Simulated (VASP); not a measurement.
# TlBr (Pm-3m) in VASP: further runs

Runs on TlBr. Level: r2SCAN. Tasks: single point.

All numbers are computed with VASP 6.6.1; they aren't measurements. Logs are shortened: lines on timing, memory, paths and dates and some standing lists are left out, and cuts for length are marked.

**1. The cell of the first run**

It takes space group Pm-3m (No. 221, cubic). The conventional cell has a = 3.626 Å, b = 3.626 Å, c = 3.626 Å, α = 90.00°, β = 90.00°, γ = 90.00°. Within 4.1 Å of Tl (site symmetry m-3m) lie 8 Br at 3.14 Å and 6 Tl at 3.63 Å. Within 4.1 Å of Br (site symmetry m-3m) lie 8 Tl at 3.14 Å and 6 Br at 3.63 Å.

**2. Single point, r2SCAN**

Input file POSCAR:

```
TlBr
1.0
    3.6262418561      0.0000000000      0.0000000000
    0.0000000000      3.6262418561      0.0000000000
    0.0000000000      0.0000000000      3.6262418561
Tl Br
1 1
Direct
    0.0000000000      0.0000000000      0.0000000000
    0.5000000000      0.5000000000      0.5000000000
```

Input file INCAR.step1:

```
ALGO = Normal ; EDIFF = 1E-5
ENCUT = 550 ; GGA = PE
GGA_COMPAT = False ; ISMEAR = 0
LASPH = True ; LCHARG = False
LREAL = False ; LWAVE = True
NBANDS = 17 ; NELM = 120
PREC = Accurate ; SIGMA = 0.01
```

Input file INCAR.step2:

```
ALGO = Normal ; EDIFF = 1E-6
ENCUT = 550 ; GGA_COMPAT = False
ISIF = 2 ; ISMEAR = 0
ISTART = 1 ; LASPH = True
LCHARG = False ; LMIXTAU = True
LREAL = False ; LWAVE = False
METAGGA = R2SCAN ; NBANDS = 17
NELM = 120 ; PREC = Accurate
SIGMA = 0.01
```

Input file KPOINTS:

```
k-points
0
Gamma
  6 6 6
```

Potentials or basis: VASP PAW PBE potentials, release 64 (Tl_d, Br).

Launch:

```console
$ cat potpaw_PBE.64/Tl_d/POTCAR potpaw_PBE.64/Br/POTCAR > POTCAR
$ cp INCAR.step1 INCAR
$ mpirun -np 1 vasp_std > vasp.out
$ cp INCAR.step2 INCAR
$ mpirun -np 1 vasp_std > vasp.out
```

OUTCAR:

```text
EDIFF = 1E-6
   ENCUT = 550
   ISIF = 2
   ISMEAR = 0
   ISTART = 1
   LASPH = True
   LREAL = False
   METAGGA = R2SCAN
   NELM = 120
   PREC = Accurate

 ion  position               nearest neighbor table
   1  0.000  0.000  0.000-   2 3.14   2 3.14   2 3.14   2 3.14   2 3.14   2 3.14   2 3.14   2 3.14

   2  0.500  0.500  0.500-   1 3.14   1 3.14   1 3.14   1 3.14   1 3.14   1 3.14   1 3.14   1 3.14

  LATTYP: Found a simple cubic cell.
 ALAT       =     3.6262418561

  Lattice vectors:

 A1 = (   3.6262418561,   0.0000000000,   0.0000000000)
 A2 = (   0.0000000000,   3.6262418561,   0.0000000000)
 A3 = (   0.0000000000,   0.0000000000,   3.6262418561)

Analysis of symmetry for initial positions (statically):
=====================================================================
 Subroutine PRICEL returns:
 Original cell was already a primitive cell.

 Routine SETGRP: Setting up the symmetry group for a
 simple cubic supercell.

 Subroutine GETGRP returns: Found 48 space group operations
 (whereof 48 operations were pure point group operations)
 out of a pool of 48 trial point group operations.

The static configuration has the point symmetry O_h .

Analysis of symmetry for dynamics (positions and initial velocities):
=====================================================================
 Subroutine PRICEL returns:
 Original cell was already a primitive cell.

 Routine SETGRP: Setting up the symmetry group for a
 simple cubic supercell.

 Subroutine GETGRP returns: Found 48 space group operations
 (whereof 48 operations were pure point group operations)
 out of a pool of 48 trial point group operations.

The dynamic configuration has the point symmetry O_h .

 Subroutine INISYM returns: Found 48 space group operations
 (whereof 48 operations are pure point group operations),
 and found     1 'primitive' translations

----------------------------------------------------------------------------------------

                                     Primitive cell

  volume of cell :      47.6837

  direct lattice vectors                    reciprocal lattice vectors
     3.626241856  0.000000000  0.000000000     0.275767596  0.000000000  0.000000000
     0.000000000  3.626241856  0.000000000     0.000000000  0.275767596  0.000000000
     0.000000000  0.000000000  3.626241856     0.000000000  0.000000000  0.275767596

  length of vectors
     3.626241856  3.626241856  3.626241856     0.275767596  0.275767596  0.275767596

  position of ions in fractional coordinates (direct lattice)
     0.000000000  0.000000000  0.000000000
     0.500000000  0.500000000  0.500000000

  ion indices of the primitive-cell ions
   primitive index   ion index
                 1           1
                 2           2

----------------------------------------------------------------------------------------

 KPOINTS: k-points

Automatic generation of k-mesh.
 Grid dimensions read from file:
 generate k-points for:    6    6    6

 Generating k-lattice:

  Cartesian coordinates                     Fractional coordinates (reciprocal lattice)
     0.045961266  0.000000000  0.000000000     0.166666667  0.000000000  0.000000000
     0.000000000  0.045961266  0.000000000     0.000000000  0.166666667  0.000000000
     0.000000000  0.000000000  0.045961266     0.000000000  0.000000000  0.166666667

  Length of vectors
     0.045961266  0.045961266  0.045961266

  Shift w.r.t. Gamma in fractional coordinates (k-lattice)
     0.000000000  0.000000000  0.000000000

 Subroutine IBZKPT returns following result:
 ===========================================

 Found     20 irreducible k-points:

 Following reciprocal coordinates:
            Coordinates               Weight
  0.000000  0.000000  0.000000      1.000000
  0.166667  0.000000  0.000000      6.000000
  0.333333  0.000000  0.000000      6.000000
  0.500000  0.000000  0.000000      3.000000
  0.166667  0.166667  0.000000     12.000000
  0.333333  0.166667  0.000000     24.000000
[... 12 lines left out ...]
  0.500000  0.500000  0.333333      6.000000
  0.500000  0.500000  0.500000      1.000000
   k-points           NKPTS =     20   k-points in BZ     NKDIM =     20   number of bands    NBANDS=     17
   number of dos      NEDOS =    301   number of ions     NIONS =      2
   total plane-waves  NPLWV =  21952
   dimension x,y,z NGX =    28 NGY =   28 NGZ =   28
   dimension x,y,z NGXF=    56 NGYF=   56 NGZF=   56
   ions per type =               1   1
   NGX,Y,Z   is equivalent  to a cutoff of  12.84, 12.84, 12.84 a.u.
   NGXF,Y,Z  is equivalent  to a cutoff of  25.67, 25.67, 25.67 a.u.
 SYSTEM =  unknown system
   PREC   = accura    normal or accurate (medium, high low for compatibility)
   ISTART =      1    job   : 0-new  1-cont  2-samecut
   ICHARG =      0    charge: 1-file 2-atom 10-const
   ISPIN  =      1    spin polarized calculation?
   LNONCOLLINEAR =      F non collinear calculations
   LSORBIT =      F    spin-orbit coupling
   LASPH  =      T    aspherical Exc in radial PAW
   ENCUT  =  550.0 eV  40.42 Ry    6.36 a.u.   6.93  6.93  6.93*2*pi/ulx,y,z
   NELM   =    120;   NELMIN=  2; NELMDL=  0     # of ELM steps
   EDIFF  = 0.1E-05   stopping-criterion for ELM
   LREAL  =      F    real-space projection
   EDIFFG = 0.1E-04   stopping-criterion for IOM
   NSW    =      0    number of steps for IOM
   IBRION =     -1    ionic relax: 0-MD 1-quasi-New 2-CG
   NFREE  =      0    steps in history (QN), initial steepest desc. (CG)
   ISIF   =      2    stress and relaxation
   ISYM   =      2    0-nonsym 1-usesym 2-fastsym
   POTIM  = 0.5000    time-step for ionic-motion
   TEBEG  =    0.0;   TEEND  =   0.0 temperature during run
   PSTRESS=    0.0 pullay stress
   NELECT =      20.0000    total number of electrons
   NUPDOWN=      -1.0000    fix difference up-down
   EMIN   =  10.00;   EMAX   =-10.00  energy-range for DOS
   EFERMI =   0.00;   METHOD = LEGACY
   ISMEAR =     0;   SIGMA  =   0.01  broadening in eV -4-tet -1-fermi 0-gaus
   EFERMI_NEDOS =   21; number of points for ismear=-14 and -15
   IALGO  =     38    algorithm
   IMIX   =      4    mixing-type and parameters
     AMIX     =   0.40;   BMIX     =  1.00
     AMIX_MAG =   1.60;   BMIX_MAG =  1.00
  volume/ion in A,a.u.               =      23.84       160.89
  Fermi-wavevector in a.u.,A,eV,Ry     =   1.225448  2.315760 20.432164  1.501722
  Thomas-Fermi vector in A             =   2.360485
   LORBIT       =      0    0 simple, 1 ext, 2 COOP (PROOUT), +10 PAW based schemes
   METAGGA = R2SCAN    functional components
   LHFCALC =     F    Hartree Fock is set to
   AEXX    =    0.0000 exact exchange contribution
   IVDW    =     0    specifies the selected vdW correction
   LEPSILON=     F    determine dielectric tensor
   LRPA    =     F    only Hartree local field effects (RPA)
 non-spin polarized calculation
 Gauss-broadening in eV      SIGMA  =   0.01
  energy-cutoff  :      550.00
  volume of cell :       47.68
 maximum number of plane-waves:      1412
 NGX is ok and might be reduce to    28
   NGX = 13   NGY = 13   NGZ = 13

 number of electron      19.9999996 magnetization

 Free energy of the ion-electron system (eV)
  ---------------------------------------------------
  ext. energy  EPLUGINS =         0.00000000
  ---------------------------------------------------
  free energy    TOTEN  =       -67.81343529 eV

  energy without entropy =      -67.81343529  energy(sigma->0) =      -67.81343529

 E-fermi :   5.9089     XC(G=0): -10.8926

 val. band max:        5.8298120778   @ k =   0.5000   0.0000   0.0000
 cond. band min:       6.7476288375   @ k =   0.5000   0.5000   0.5000
 fundamental gap:      0.9178167597
 Fermi energy:         5.9089436024

 k-point     1 :       0.0000    0.0000    0.0000
  band No.  band energies     occupation
      1     -10.6891      2.00000
      2      -5.7366      2.00000
      3      -5.7366      2.00000
      4      -5.3404      2.00000
      5      -5.3404      2.00000
      6      -5.3404      2.00000
[... 9 lines left out ...]
     16      20.1307      0.00000
     17      20.1307      0.00000

 k-point     2 :       0.1667    0.0000    0.0000
  band No.  band energies     occupation
      1     -10.5592      2.00000
      2      -5.7288      2.00000
      3      -5.6699      2.00000
      4      -5.3839      2.00000
      5      -5.3839      2.00000
      6      -5.3367      2.00000
[... 9 lines left out ...]
     16      19.8071      0.00000
     17      19.9860      0.00000

 k-point     3 :       0.3333    0.0000    0.0000
  band No.  band energies     occupation
      1     -10.2721      2.00000
      2      -5.7132      2.00000
      3      -5.5561      2.00000
      4      -5.4681      2.00000
      5      -5.4681      2.00000
      6      -5.3292      2.00000
[... 9 lines left out ...]
     16      17.8819      0.00000
     17      19.9057      0.00000

 k-point     4 :       0.5000    0.0000    0.0000
  band No.  band energies     occupation
      1     -10.1111      2.00000
      2      -5.7053      2.00000
      3      -5.5168      2.00000
      4      -5.5090      2.00000
      5      -5.5090      2.00000
      6      -5.3255      2.00000
[... 9 lines left out ...]
     16      19.8315      0.00000
     17      21.5924      0.00000

 k-point     5 :       0.1667    0.1667    0.0000
  band No.  band energies     occupation
      1     -10.4440      2.00000
      2      -5.6942      2.00000
      3      -5.6246      2.00000
      4      -5.4113      2.00000
      5      -5.3868      2.00000
      6      -5.3671      2.00000
[... 9 lines left out ...]
     16      18.4066      0.00000
     17      18.5335      0.00000

 k-point     6 :       0.3333    0.1667    0.0000
  band No.  band energies     occupation
      1     -10.1936      2.00000
      2      -5.6696      2.00000
      3      -5.5068      2.00000
      4      -5.4564      2.00000
      5      -5.4473      2.00000
      6      -5.3622      2.00000
[... 9 lines left out ...]
     16      18.2241      0.00000
     17      18.6336      0.00000

 k-point     7 :       0.5000    0.1667    0.0000
  band No.  band energies     occupation
      1     -10.0564      2.00000
      2      -5.6591      2.00000
      3      -5.4937      2.00000
      4      -5.4626      2.00000
      5      -5.4509      2.00000
      6      -5.3564      2.00000
[... 9 lines left out ...]
     16      18.5459      0.00000
     17      19.9395      0.00000

 k-point     8 :       0.3333    0.3333    0.0000
  band No.  band energies     occupation
      1     -10.0301      2.00000
      2      -5.6216      2.00000
      3      -5.4395      2.00000
      4      -5.4206      2.00000
      5      -5.3895      2.00000
      6      -5.3630      2.00000
[... 9 lines left out ...]
     16      18.2335      0.00000
     17      18.7749      0.00000
[... 123 lines left out ...]
      1      -9.8522      2.00000
      2      -5.5677      2.00000
      3      -5.5138      2.00000
      4      -5.4838      2.00000
      5      -5.3440      2.00000
      6      -5.2816      2.00000
[... 9 lines left out ...]
     16      17.6656      0.00000
     17      20.9920      0.00000

 k-point    16 :       0.5000    0.5000    0.1667
  band No.  band energies     occupation
      1      -9.7808      2.00000
      2      -5.5263      2.00000
      3      -5.5263      2.00000
      4      -5.4871      2.00000
      5      -5.3647      2.00000
      6      -5.2051      2.00000
[... 9 lines left out ...]
     16      18.2284      0.00000
     17      21.0885      0.00000

 k-point    17 :       0.3333    0.3333    0.3333
  band No.  band energies     occupation
      1      -9.7533      2.00000
      2      -5.6206      2.00000
      3      -5.6206      2.00000
      4      -5.3887      2.00000
      5      -5.3432      2.00000
      6      -5.3432      2.00000
[... 9 lines left out ...]
     16      17.8542      0.00000
     17      23.3629      0.00000

 k-point    18 :       0.5000    0.3333    0.3333
  band No.  band energies     occupation
      1      -9.6519      2.00000
      2      -5.6798      2.00000
      3      -5.6140      2.00000
      4      -5.4661      2.00000
      5      -5.3392      2.00000
      6      -5.2547      2.00000
[... 9 lines left out ...]
     16      19.5661      0.00000
     17      23.2864      0.00000

 k-point    19 :       0.5000    0.5000    0.3333
  band No.  band energies     occupation
      1      -9.5429      2.00000
      2      -5.6722      2.00000
      3      -5.6722      2.00000
      4      -5.6023      2.00000
      5      -5.2956      2.00000
      6      -5.2015      2.00000
[... 9 lines left out ...]
     16      20.4412      0.00000
     17      23.7483      0.00000

 k-point    20 :       0.5000    0.5000    0.5000
  band No.  band energies     occupation
      1      -9.4088      2.00000
      2      -5.7400      2.00000
      3      -5.7400      2.00000
      4      -5.7400      2.00000
      5      -5.1997      2.00000
      6      -5.1997      2.00000
[... 9 lines left out ...]
     16      21.4299      0.00000
     17      23.9684      0.00000

------------------------ aborting loop because EDIFF is reached ----------------------------------------

  FORCE on cell =-STRESS in cart. coord.  units (eV):
  Direction    XX          YY          ZZ          XY          YZ          ZX
  --------------------------------------------------------------------------------------
  -------------------------------------------------------------------------------------
  Total        4.4584271      4.4584271      4.4584271      0.0000000     -0.0000000     -0.0000000
  in kB      149.8034976    149.8034976    149.8034976      0.0000000     -0.0000000     -0.0000000
  external PRESSURE =     149.8034976 kB  Pullay stress =       0.0000000 kB

 VOLUME and BASIS-vectors are now :
 -----------------------------------------------------------------------------
  energy-cutoff  :      550.00
  volume of cell :       47.68
      direct lattice vectors                 reciprocal lattice vectors
     3.626241856  0.000000000  0.000000000     0.275767596  0.000000000  0.000000000
     0.000000000  3.626241856  0.000000000     0.000000000  0.275767596  0.000000000
     0.000000000  0.000000000  3.626241856     0.000000000  0.000000000  0.275767596

 POSITION                                       TOTAL-FORCE (eV/Angst)
 -----------------------------------------------------------------------------------
      0.00000      0.00000      0.00000         0.000000      0.000000      0.000000
      1.81312      1.81312      1.81312         0.000000      0.000000      0.000000
 -----------------------------------------------------------------------------------
    total drift:                               -0.000000      0.000000      0.000000

  FREE ENERGIE OF THE ION-ELECTRON SYSTEM (eV)
  ---------------------------------------------------
  free  energy   TOTEN  =       -67.8134352930 eV

  energy  without entropy=      -67.8134352930  energy(sigma->0) =      -67.81343529
```

Wall time 45 s (1 thread of Intel Xeon 6975P-C (Granite Rapids), shared host); peak memory 0.16 GiB.

Results:

| Property | Result |
| --- | --- |
| Free energy | -67.8134 eV |
| Pressure | 15.0 GPa |
| Band gap on the k mesh | 0.92 eV, indirect (least direct gap 1.40 eV) |

Levels at points of the mesh, in eV from the valence-band top:
```tsv
k point	band 6	band 7	band 8	band 9	band 10	band 11	band 12	band 13	band 14	band 15
(0.00, 0.00, 0.00)	-11.17	-5.47	-2.99	-2.99	-2.99	6.46	6.46	8.67	8.67	8.67
(0.50, 0.00, 0.00)	-11.16	-7.92	-2.07	-2.07	0.00	1.40	5.74	5.74	7.11	11.30
(0.50, 0.50, 0.00)	-11.04	-5.46	-5.46	-4.72	-2.05	5.38	5.38	7.94	8.57	10.85
(0.50, 0.50, 0.50)	-11.03	-3.72	-3.72	-3.72	-2.92	0.92	0.92	0.92	15.60	15.60
```

Caveat: the PAW data sets were made with another functional, which shifts forces and pressure a little; spin-orbit coupling is left out, which moves the levels of the heavy elements. A k mesh can miss the band edges.

[end of part 1 of 2]
